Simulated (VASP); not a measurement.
Crystal: AgCl.

```xyz
2
Lattice="0.0000 2.7727 2.7727 2.7727 0.0000 2.7727 2.7727 2.7727 0.0000" Properties=species:S:1:pos:R:3 pbc="T T T"
Ag    0.0000    0.0000    0.0000
Cl    2.7727    2.7727    2.7727
```

| Quantity | Value |
| --- | --- |
| Program | VASP 6.6.1 |
| Task | relaxation of cell and atoms |
| Functional | PBEsol |
| Potentials or basis | VASP PAW PBE potentials, release 64 (Ag, Cl) |
| Cutoff | 500 eV |
| k mesh | 6 × 6 × 6 |
| Occupations | fermi-dirac, width 0.03 eV |
| Spin | no spin polarisation |

At the start: pressure -2.7 GPa; volume 21.32 Å³/atom.

Task: How do energy, volume and symmetry change on relaxing?

Result: Over 3 steps the energy falls by 10.2 meV/atom and the volume is 20.18 Å³/atom (-5.3 %); space group Fm-3m (No. 225, to 0.1 Å) before and after.

The path:
| step | energy change (eV) | largest force (eV/Å) | pressure (GPa) | volume (Å³) |
| --- | --- | --- | --- | --- |
| 1 | 0.0000 | 0.0000 | -2.69 | 42.63 |
| 2 | -0.0203 | 0.0000 | -0.15 | 40.46 |
| 3 | -0.0203 | 0.0000 | -0.02 | 40.36 |

Final structure:
```
CELL_PARAMETERS angstrom
0.00000 2.72245 2.72245
2.72245 0.00000 2.72245
2.72245 2.72245 0.00000
ATOMIC_POSITIONS crystal
Ag 0.00000 0.00000 0.00000
Cl 0.50000 0.50000 0.50000
```

Caveat: the PAW data sets were made with another functional, which shifts forces and pressure a little.
